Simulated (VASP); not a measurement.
# In (C2/m) in VASP: single point with PBE+D3(BJ)

Aim: the single point of In with PBE+D3(BJ).

Everything below comes from runs of VASP 6.6.1. Logs are shortened: lines on timing, memory, paths and dates and some standing lists are left out, and cuts for length are marked.

### 1 The cell of the first run

The structure is monoclinic, space group C2/m (No. 12). Conventional cell: a = 5.461 Å, b = 3.153 Å, c = 3.301 Å, α = 90.00°, β = 118.81°, γ = 90.00°. In (site symmetry 2/m) has 12 In at 3.15 to 3.49 Å within 4.1 Å.

### 2 Single point, PBE+D3(BJ)

INCAR reads:

```
SYSTEM = In
  PREC = Accurate
  ENCUT = 520
  EDIFF = 1E-6
  ISMEAR = 0
  SIGMA = 0.1
  LREAL = .FALSE.
  LASPH = .TRUE.
  NELM = 60
  ALGO = Fast
  ISIF = 2
  LWAVE = .FALSE.
  LCHARG = .FALSE.
  GGA = PE
  IVDW = 12
  NBANDS = 26
```

KPOINTS reads:

```
regular mesh
0
G
  9 9 12
  0 0 0
```

POSCAR reads:

```
In
1.0
    5.4610674349      0.0000000000      0.0000000000
   -2.7305337175      4.7294231304      0.0000000000
   -0.7954321691     -1.3777289309      2.8925649324
In
3
Direct
    0.3333333333      0.6666666667      0.0000000000
    0.0000000000      0.0000000000      0.0000000000
    0.6666666667      0.3333333333      0.0000000000
```

Potentials or basis: VASP PAW PBE potentials, release 64 (In_d).

Started as:

```bash
> cat potpaw_PBE.64/In_d/POTCAR > POTCAR
> mpirun -np 1 vasp_std > vasp.out
```

OUTCAR:

```text
SYSTEM = In
   PREC = Accurate
   ENCUT = 520
   EDIFF = 1E-6
   ISMEAR = 0
   LREAL = .FALSE.
   LASPH = .TRUE.
   NELM = 60
   ISIF = 2
   GGA = PE
   IVDW = 12
 IVDW          = 12

 ion  position               nearest neighbor table
   1  0.333  0.667  0.000-   3 3.15   3 3.15   2 3.15   2 3.15   2 3.15   3 3.15   3 3.49   3 3.49
                             2 3.49   2 3.49
   2  0.000  0.000  0.000-   1 3.15   3 3.15   3 3.15   1 3.15   3 3.15   1 3.15   3 3.49   1 3.49
                             3 3.49   1 3.49
   3  0.667  0.333  0.000-   1 3.15   1 3.15   2 3.15   2 3.15   2 3.15   1 3.15   1 3.49   1 3.49
                             2 3.49   2 3.49

  LATTYP: Found a base centered monoclinic cell.
 ALAT       =     5.4610674349
 B/A-ratio  =     1.7320508076
 C/A-ratio  =     0.6044933162
 COS(beta)  =    -0.4819079644

  Lattice vectors:

 A1 = (   5.4610674349,   0.0000000000,   0.0000000000)
 A2 = (  -2.7305337175,   4.7294231304,   0.0000000000)
 A3 = (  -0.7954321691,  -1.3777289309,   2.8925649324)

Analysis of symmetry for initial positions (statically):
=====================================================================
 Subroutine PRICEL returns following result:

  LATTYP: Found a base centered monoclinic cell.
 ALAT       =     5.4610674349
 B/A-ratio  =     0.5773502691
 C/A-ratio  =     0.6044933162
 COS(beta)  =    -0.4819079644

  Lattice vectors:

 A1 = (   2.7305337169,   1.5764743771,   0.0000000000)
 A2 = (  -0.0000000003,   3.1529487538,   0.0000000000)
 A3 = (  -0.7954321691,  -1.3777289309,   2.8925649324)

   3 primitive cells build up your supercell.

 Routine SETGRP: Setting up the symmetry group for a
 base centered monoclinic supercell.

 Subroutine GETGRP returns: Found  4 space group operations
 (whereof  4 operations were pure point group operations)
 out of a pool of  4 trial point group operations.

The static configuration has the point symmetry C_2h.

Analysis of symmetry for dynamics (positions and initial velocities):
=====================================================================
 Subroutine PRICEL returns following result:

  LATTYP: Found a base centered monoclinic cell.
 ALAT       =     5.4610674349
 B/A-ratio  =     0.5773502691
 C/A-ratio  =     0.6044933162
 COS(beta)  =    -0.4819079644

  Lattice vectors:

 A1 = (   2.7305337169,   1.5764743771,   0.0000000000)
 A2 = (  -0.0000000003,   3.1529487538,   0.0000000000)
 A3 = (  -0.7954321691,  -1.3777289309,   2.8925649324)

   3 primitive cells build up your supercell.

 Routine SETGRP: Setting up the symmetry group for a
 base centered monoclinic supercell.

 Subroutine GETGRP returns: Found  4 space group operations
 (whereof  4 operations were pure point group operations)
 out of a pool of  4 trial point group operations.

The dynamic configuration has the point symmetry C_2h.

 Subroutine INISYM returns: Found  4 space group operations
 (whereof  4 operations are pure point group operations),
 and found     3 'primitive' translations

----------------------------------------------------------------------------------------

                                     Primitive cell

  volume of cell :      24.9028

  direct lattice vectors                    reciprocal lattice vectors
     2.730533717  1.576474377  0.000000000     0.366228768  0.000000000  0.100709976
    -0.000000000  3.152948754  0.000000000    -0.183114384  0.317163417  0.100709975
    -0.795432169 -1.377728931  2.892564932     0.000000000  0.000000000  0.345713933

  length of vectors
     3.152948753  3.152948754  3.301178764     0.379823656  0.379823656  0.345713933

  position of ions in fractional coordinates (direct lattice)
     1.000000000  0.000000000  0.000000000

  ion indices of the primitive-cell ions
   primitive index   ion index
                 1           1

----------------------------------------------------------------------------------------

 KPOINTS: regular mesh

Automatic generation of k-mesh.
 Grid dimensions read from file:
 generate k-points for:    9    9   12

 Generating k-lattice:

  Cartesian coordinates                     Fractional coordinates (reciprocal lattice)
     0.020346043  0.011746793  0.011189997     0.111111111  0.000000000  0.000000000
     0.000000000  0.023493586  0.011189997     0.000000000  0.111111111  0.000000000
     0.000000000  0.000000000  0.028809494     0.000000000  0.000000000  0.083333333

  Length of vectors
     0.026022387  0.026022387  0.028809494

  Shift w.r.t. Gamma in fractional coordinates (k-lattice)
     0.000000000  0.000000000  0.000000000

 Subroutine IBZKPT returns following result:
 ===========================================

 Found    275 irreducible k-points:

 Following reciprocal coordinates:
            Coordinates               Weight
  0.000000  0.000000  0.000000      1.000000
  0.111111  0.000000  0.000000      4.000000
  0.222222  0.000000  0.000000      4.000000
  0.333333  0.000000 -0.000000      4.000000
  0.444444  0.000000  0.000000      4.000000
  0.111111  0.111111  0.000000      2.000000
[... 16 lines left out ...]
 -0.333333  0.333333 -0.000000      2.000000
  0.444444  0.444444  0.000000      2.000000
 [... further k-points ...]
   k-points           NKPTS =    275   k-points in BZ     NKDIM =    275   number of bands    NBANDS=     26
   number of dos      NEDOS =    301   number of ions     NIONS =      3
   total plane-waves  NPLWV =  49392
   dimension x,y,z NGX =    42 NGY =   42 NGZ =   28
   dimension x,y,z NGXF=    84 NGYF=   84 NGZF=   56
   ions per type =               3
   NGX,Y,Z   is equivalent  to a cutoff of  12.79, 12.79, 14.10 a.u.
   NGXF,Y,Z  is equivalent  to a cutoff of  25.57, 25.57, 28.20 a.u.
 SYSTEM =  In
   PREC   = accura    normal or accurate (medium, high low for compatibility)
   ISTART =      0    job   : 0-new  1-cont  2-samecut
   ICHARG =      2    charge: 1-file 2-atom 10-const
   ISPIN  =      1    spin polarized calculation?
   LNONCOLLINEAR =      F non collinear calculations
   LSORBIT =      F    spin-orbit coupling
   LASPH  =      T    aspherical Exc in radial PAW
   ENCUT  =  520.0 eV  38.22 Ry    6.18 a.u.  10.15 10.15  6.14*2*pi/ulx,y,z
   NELM   =     60;   NELMIN=  2; NELMDL= -5     # of ELM steps
   EDIFF  = 0.1E-05   stopping-criterion for ELM
   LREAL  =      F    real-space projection
   EDIFFG = 0.1E-04   stopping-criterion for IOM
   NSW    =      0    number of steps for IOM
   IBRION =     -1    ionic relax: 0-MD 1-quasi-New 2-CG
   NFREE  =      0    steps in history (QN), initial steepest desc. (CG)
   ISIF   =      2    stress and relaxation
   ISYM   =      2    0-nonsym 1-usesym 2-fastsym
   POTIM  = 0.5000    time-step for ionic-motion
   TEBEG  =    0.0;   TEEND  =   0.0 temperature during run
   PSTRESS=    0.0 pullay stress
   NELECT =      39.0000    total number of electrons
   NUPDOWN=      -1.0000    fix difference up-down
   EMIN   =  10.00;   EMAX   =-10.00  energy-range for DOS
   EFERMI =   0.00;   METHOD = LEGACY
   ISMEAR =     0;   SIGMA  =   0.10  broadening in eV -4-tet -1-fermi 0-gaus
   EFERMI_NEDOS =   21; number of points for ismear=-14 and -15
   IALGO  =     68    algorithm
   IMIX   =      4    mixing-type and parameters
     AMIX     =   0.40;   BMIX     =  1.00
     AMIX_MAG =   1.60;   BMIX_MAG =  1.00
  volume/ion in A,a.u.               =      24.90       168.05
  Fermi-wavevector in a.u.,A,eV,Ry     =   1.318176  2.490992 23.641322  1.737588
  Thomas-Fermi vector in A             =   2.448165
   LORBIT       =      0    0 simple, 1 ext, 2 COOP (PROOUT), +10 PAW based schemes
   GGA     = PE    functional components
   LHFCALC =     F    Hartree Fock is set to
   AEXX    =    0.0000 exact exchange contribution
   IVDW    =    12    specifies the selected vdW correction
   LEPSILON=     F    determine dielectric tensor
   LRPA    =     F    only Hartree local field effects (RPA)
 non-spin polarized calculation
 RMM-DIIS sequential band-by-band and
 Gauss-broadening in eV      SIGMA  =   0.10
  energy-cutoff  :      520.00
  volume of cell :       74.71
 maximum number of plane-waves:      2042
 NGX is ok and might be reduce to    42
   NGX = 21   NGY = 21   NGZ = 13

 number of electron      39.0000014 magnetization

 Free energy of the ion-electron system (eV)
  ---------------------------------------------------
  ext. energy  EPLUGINS =         0.00000000
  ---------------------------------------------------
  free energy    TOTEN  =        -7.51636495 eV

  energy without entropy =       -7.51087070  energy(sigma->0) =       -7.51361782

 E-fermi :   8.1690     XC(G=0): -10.4798

 val. band max:        8.1516687594   @ k =  -0.4444   0.2222   0.2500
 cond. band min:       8.1737186607   @ k =  -0.1111   0.4444   0.2500
 fundamental gap:      0.0220499013
 Fermi energy:         8.1690002830

 k-point     1 :       0.0000    0.0000    0.0000
  band No.  band energies     occupation
      1      -6.7349      2.00000
      2      -6.6825      2.00000
      3      -6.6825      2.00000
      4      -6.6084      2.00000
      5      -6.5876      2.00000
      6      -6.4839      2.00000
[... 18 lines left out ...]
     25      16.2296      0.00000
     26      17.0304      0.00000

 k-point     2 :       0.1111    0.0000    0.0000
  band No.  band energies     occupation
      1      -6.7277      2.00000
      2      -6.6984      2.00000
      3      -6.6617      2.00000
      4      -6.6020      2.00000
      5      -6.5789      2.00000
      6      -6.5544      2.00000
[... 18 lines left out ...]
     25      15.9849      0.00000
     26      16.8866      0.00000

 k-point     3 :       0.2222    0.0000    0.0000
  band No.  band energies     occupation
      1      -6.7126      2.00000
      2      -6.7059      2.00000
      3      -6.6537      2.00000
      4      -6.6323      2.00000
      5      -6.6056      2.00000
      6      -6.6042      2.00000
[... 572 lines left out ...]
 k-point    23 :      -0.3333    0.3333   -0.0000
  band No.  band energies     occupation
      1      -6.8493      2.00000
      2      -6.7372      2.00000
      3      -6.6520      2.00000
      4      -6.6414      2.00000
      5      -6.6347      2.00000
      6      -6.5931      2.00000
[... 18 lines left out ...]
     25      15.5325      0.00000
     26      16.0410      0.00000

 k-point    24 :       0.4444    0.4444    0.0000
  band No.  band energies     occupation
      1      -6.8941      2.00000
      2      -6.7455      2.00000
      3      -6.6781      2.00000
      4      -6.6781      2.00000
      5      -6.5991      2.00000
      6      -6.5991      2.00000
[... 18 lines left out ...]
     25      14.4035      0.00000
     26      16.0049      0.00000

 [... further k-points ...]

------------------------ aborting loop because EDIFF is reached ----------------------------------------

 Edisp (eV)   -1.06917

 E8    (eV) :    -0.5344

  FORCE on cell =-STRESS in cart. coord.  units (eV):
  Direction    XX          YY          ZZ          XY          YZ          ZX
  --------------------------------------------------------------------------------------
  -------------------------------------------------------------------------------------
  Total       1.83820     1.92025     0.02245     0.07106    -0.12779    -0.07378
  in kB      39.42153    41.18130     0.48136     1.52401    -2.74051    -1.58224
  external pressure =       27.03 kB  Pullay stress =        0.00 kB

 VOLUME and BASIS-vectors are now :
 -----------------------------------------------------------------------------
  energy-cutoff  :      520.00
  volume of cell :       74.71
      direct lattice vectors                 reciprocal lattice vectors
     5.461067435  0.000000000  0.000000000     0.183114384  0.105721139  0.100709976
    -2.730533718  4.729423130  0.000000000     0.000000000  0.211442278  0.100709976
    -0.795432169 -1.377728931  2.892564932     0.000000000  0.000000000  0.345713933

 POSITION                                       TOTAL-FORCE (eV/Angst)
 -----------------------------------------------------------------------------------
     -0.00000      3.15295      0.00000         0.000000     -0.000000      0.000000
      0.00000      0.00000      0.00000        -0.000000     -0.000000      0.000000
      2.73053      1.57647      0.00000        -0.000000      0.000000     -0.000000
 -----------------------------------------------------------------------------------
    total drift:                               -0.000000      0.000000      0.000000

  FREE ENERGIE OF THE ION-ELECTRON SYSTEM (eV)
  ---------------------------------------------------
  free  energy   TOTEN  =        -8.5855353355 eV

  energy  without entropy=       -8.5800410835  energy(sigma->0) =       -8.58278821
```

Wall time 22 min (1 thread of Intel Xeon 8259CL, shared host); peak memory 0.52 GiB.

Results:

```yaml
Free_energy: -8.5855 eV
Pressure: 2.7 GPa
Band_gap_on_the_k_mesh: zero (an odd number of electrons rules out a gap without spin polarisation)
Dispersion_energy_per_atom: -0.356 eV
```

Caveat: spin-orbit coupling is left out, which moves the levels of the heavy elements.

The gap in the log of VASP goes by the Fermi energy; the results here count the filled bands.